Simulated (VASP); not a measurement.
# NaH (Fm-3m) in VASP: a series of runs, part 2 of 2

VASP 6.6.1. Earlier steps stand in the parts before.

**3. Electric field gradients, PBE**

This run uses another cell than the first one, of 14.53 Å³/atom, 1.020 times its volume.

The input, INCAR:

```
SYSTEM = NaH
PREC = Accurate
ENCUT = 520
EDIFF = 1E-8
ISMEAR = -1
SIGMA = 0.02
LREAL = .FALSE.
LASPH = .TRUE.
NELM = 60
ALGO = Normal
ISIF = 2
LWAVE = .FALSE.
LCHARG = .FALSE.
GGA = PE
LEFG = .TRUE.
NBANDS = 11
```

The input, KPOINTS:

```
Automatic mesh
0
G
  9 9 9
  0 0 0
```

The input, POSCAR:

```
NaH
1.0
    0.0000000000      2.4400000000      2.4400000000
    2.4400000000      0.0000000000      2.4400000000
    2.4400000000      2.4400000000      0.0000000000
Na H
1 1
Direct
    0.0000000000      0.0000000000      0.0000000000
    0.5000000000      0.5000000000      0.5000000000
```

Potentials or basis: VASP PAW PBE potentials, release 64 (Na_pv, H).

Run with:

```console
$ cat potpaw_PBE.64/Na_pv/POTCAR potpaw_PBE.64/H/POTCAR > POTCAR
$ mpirun -np 1 vasp_std > vasp.out
```

OUTCAR:

```text
SYSTEM = NaH
   PREC = Accurate
   ENCUT = 520
   EDIFF = 1E-8
   ISMEAR = -1
   LREAL = .FALSE.
   LASPH = .TRUE.
   NELM = 60
   ISIF = 2
   GGA = PE

 ion  position               nearest neighbor table
   1  0.000  0.000  0.000-
   2  0.500  0.500  0.500-

  LATTYP: Found a face centered cubic cell.
 ALAT       =     4.8800000000

  Lattice vectors:

 A1 = (   0.0000000000,   2.4400000000,   2.4400000000)
 A2 = (   2.4400000000,   0.0000000000,   2.4400000000)
 A3 = (   2.4400000000,   2.4400000000,   0.0000000000)

Analysis of symmetry for initial positions (statically):
=====================================================================
 Subroutine PRICEL returns:
 Original cell was already a primitive cell.

 Routine SETGRP: Setting up the symmetry group for a
 face centered cubic supercell.

 Subroutine GETGRP returns: Found 48 space group operations
 (whereof 48 operations were pure point group operations)
 out of a pool of 48 trial point group operations.

The static configuration has the point symmetry O_h .

Analysis of symmetry for dynamics (positions and initial velocities):
=====================================================================
 Subroutine PRICEL returns:
 Original cell was already a primitive cell.

 Routine SETGRP: Setting up the symmetry group for a
 face centered cubic supercell.

 Subroutine GETGRP returns: Found 48 space group operations
 (whereof 48 operations were pure point group operations)
 out of a pool of 48 trial point group operations.

The dynamic configuration has the point symmetry O_h .

 Subroutine INISYM returns: Found 48 space group operations
 (whereof 48 operations are pure point group operations),
 and found     1 'primitive' translations

----------------------------------------------------------------------------------------

                                     Primitive cell

  volume of cell :      29.0536

  direct lattice vectors                    reciprocal lattice vectors
     0.000000000  2.440000000  2.440000000    -0.204918033  0.204918033  0.204918033
     2.440000000  0.000000000  2.440000000     0.204918033 -0.204918033  0.204918033
     2.440000000  2.440000000  0.000000000     0.204918033  0.204918033 -0.204918033

  length of vectors
     3.450681092  3.450681092  3.450681092     0.354928444  0.354928444  0.354928444

  position of ions in fractional coordinates (direct lattice)
     0.000000000  0.000000000  0.000000000
     0.500000000  0.500000000  0.500000000

  ion indices of the primitive-cell ions
   primitive index   ion index
                 1           1
                 2           2

----------------------------------------------------------------------------------------

 KPOINTS: Automatic mesh

Automatic generation of k-mesh.
 Grid dimensions read from file:
[... 79 lines left out ...]
   EFERMI =   0.00;   METHOD = LEGACY
   ISMEAR =    -1;   SIGMA  =   0.02  broadening in eV -4-tet -1-fermi 0-gaus
   EFERMI_NEDOS =   21; number of points for ismear=-14 and -15
   IALGO  =     38    algorithm
   IMIX   =      4    mixing-type and parameters
     AMIX     =   0.40;   BMIX     =  1.00
     AMIX_MAG =   1.60;   BMIX_MAG =  1.00
  volume/ion in A,a.u.               =      14.53        98.03
  Fermi-wavevector in a.u.,A,eV,Ry     =   1.065054  2.012660 15.433636  1.134340
  Thomas-Fermi vector in A             =   2.200593
   LORBIT       =      0    0 simple, 1 ext, 2 COOP (PROOUT), +10 PAW based schemes
   GGA     = PE    functional components
   LHFCALC =     F    Hartree Fock is set to
   AEXX    =    0.0000 exact exchange contribution
   IVDW    =     0    specifies the selected vdW correction
   LEPSILON=     F    determine dielectric tensor
   LRPA    =     F    only Hartree local field effects (RPA)
 non-spin polarized calculation
  energy-cutoff  :      520.00
  volume of cell :       29.05
 maximum number of plane-waves:       797
 NGX is ok and might be reduce to    28
   NGX = 13   NGY = 13   NGZ = 13

 number of electron       8.0000008 magnetization

 Free energy of the ion-electron system (eV)
  ---------------------------------------------------
  ext. energy  EPLUGINS =         0.00000000
  ---------------------------------------------------
  free energy    TOTEN  =        -5.08604827 eV

  energy without entropy =       -5.08604827  energy(sigma->0) =       -5.08604827

 E-fermi :  -0.8011     XC(G=0):  -7.6722

 val. band max:       -1.2676830617   @ k =  -0.3333   0.4444   0.1111
 cond. band min:       2.7417012934   @ k =  -0.4444   0.1111   0.0000
 fundamental gap:      4.0093843551
 Fermi energy:        -0.8011237500

 k-point     1 :       0.0000    0.0000    0.0000
  band No.  band energies     occupation
      1     -23.3596      2.00000
      2     -23.3596      2.00000
      3     -23.3596      2.00000
      4      -4.7405      2.00000
      5       8.9585      0.00000
      6      14.1803      0.00000
      7      14.1803      0.00000
      8      14.1803      0.00000
      9      14.9678      0.00000
     10      14.9678      0.00000
     11      14.9678      0.00000
[... 309 lines left out ...]
 k-point    24 :       0.4444    0.4444    0.0000
  band No.  band energies     occupation
      1     -23.4332      2.00000
      2     -23.3877      2.00000
      3     -23.3877      2.00000
      4      -1.5528      2.00000
      5       3.5839      0.00000
      6       8.7967      0.00000
      7       9.3502      0.00000
      8       9.3502      0.00000
      9      10.4216      0.00000
     10      21.6607      0.00000
     11      23.5404      0.00000

 [... further k-points ...]

------------------------ aborting loop because EDIFF is reached ----------------------------------------

  FORCE on cell =-STRESS in cart. coord.  units (eV):
  Direction    XX          YY          ZZ          XY          YZ          ZX
  --------------------------------------------------------------------------------------
  -------------------------------------------------------------------------------------
  Total       -0.1248835     -0.1248835     -0.1248835      0.0000000     -0.0000000     -0.0000000
  in kB       -6.8867796     -6.8867796     -6.8867796      0.0000000     -0.0000000     -0.0000000
  external PRESSURE =      -6.8867796 kB  Pullay stress =       0.0000000 kB

 VOLUME and BASIS-vectors are now :
 -----------------------------------------------------------------------------
  energy-cutoff  :      520.00
  volume of cell :       29.05
      direct lattice vectors                 reciprocal lattice vectors
     0.000000000  2.440000000  2.440000000    -0.204918033  0.204918033  0.204918033
     2.440000000  0.000000000  2.440000000     0.204918033 -0.204918033  0.204918033
     2.440000000  2.440000000  0.000000000     0.204918033  0.204918033 -0.204918033

 POSITION                                       TOTAL-FORCE (eV/Angst)
 -----------------------------------------------------------------------------------
      0.00000      0.00000      0.00000        -0.000000     -0.000000     -0.000000
      2.44000      2.44000      2.44000         0.000000      0.000000      0.000000
 -----------------------------------------------------------------------------------
    total drift:                               -0.000000     -0.000000     -0.000000

  FREE ENERGIE OF THE ION-ELECTRON SYSTEM (eV)
  ---------------------------------------------------
  free  energy   TOTEN  =        -5.0860482672 eV

  energy  without entropy=       -5.0860482672  energy(sigma->0) =       -5.08604827

 Electric field gradients (V/A^2)
---------------------------------------------------------------------
 ion       V_xx      V_yy      V_zz      V_xy      V_xz      V_yz
---------------------------------------------------------------------
   1      -0.000    -0.000     0.000     0.001     0.001     0.001
   2      -0.000     0.000     0.000     0.001     0.001     0.001
---------------------------------------------------------------------

 Electric field gradients after diagonalization (V/A^2)
 (convention: |V_zz| > |V_xx| > |V_yy|)
----------------------------------------------------------------------
 ion       V_xx      V_yy      V_zz     asymmetry (V_yy - V_xx)/ V_zz
----------------------------------------------------------------------
   1      -0.001    -0.001     0.003       0.000
   2      -0.001    -0.001     0.002       0.000
----------------------------------------------------------------------

           NMR quadrupolar parameters

 Cq : quadrupolar parameter    Cq=e*Q*V_zz/h
 eta: asymmetry parameters     (V_yy - V_xx)/ V_zz
 Q  : nuclear electric quadrupole moment in mb (millibarn)
----------------------------------------------------------------------
 ion       Cq(MHz)       eta       Q (mb)
----------------------------------------------------------------------
   1       0.000       0.000       1.000
   2       0.000       0.000       1.000
----------------------------------------------------------------------
```

OSZICAR:

```text
N       E                     dE             d eps       ncg     rms          rms(c)
DAV:   1     0.392950990625E+02    0.39295E+02   -0.45568E+03   782   0.733E+02
DAV:   2    -0.413680433568E+01   -0.43432E+02   -0.42857E+02   788   0.196E+02
DAV:   3    -0.550196866908E+01   -0.13652E+01   -0.13634E+01   929   0.334E+01
DAV:   4    -0.551119476869E+01   -0.92261E-02   -0.92253E-02   891   0.281E+00
DAV:   5    -0.551127891159E+01   -0.84143E-04   -0.84141E-04   898   0.274E-01    0.317E+00
DAV:   6    -0.517163966781E+01    0.33964E+00   -0.33552E-01   907   0.272E+00    0.146E+00
DAV:   7    -0.508118477054E+01    0.90455E-01   -0.32489E-01   872   0.210E+00    0.355E-01
DAV:   8    -0.508614895610E+01   -0.49642E-02   -0.10408E-02   842   0.943E-01    0.696E-02
DAV:   9    -0.508605825325E+01    0.90703E-04   -0.12077E-03   922   0.359E-01    0.229E-02
DAV:  10    -0.508604500924E+01    0.13244E-04   -0.65767E-05   873   0.504E-02    0.446E-03
DAV:  11    -0.508604850230E+01   -0.34931E-05   -0.64468E-06   877   0.113E-02    0.317E-03
DAV:  12    -0.508604825756E+01    0.24475E-06   -0.23742E-07   887   0.321E-03    0.276E-04
DAV:  13    -0.508604826715E+01   -0.95999E-08   -0.59728E-09   872   0.574E-04
   1 F= -.50860483E+01 E0= -.50860483E+01  d E =-.298435E-11
```

Wall time 8.6 s (1 thread of Intel Xeon Platinum 8488C (Sapphire Rapids), shared host); peak memory 0.15 GiB.

Results:

```yaml
Free_energy: -5.0860 eV
Pressure: -0.7 GPa
Band_gap_on_the_k_mesh: 4.01 eV, indirect (least direct gap 4.70 eV)
```

Caveat: without QUAD_EFG the Cq values of the log hold for a quadrupole moment of 1 mb, not for the nuclei. As with any semilocal functional, this PBE gap is likely too small.
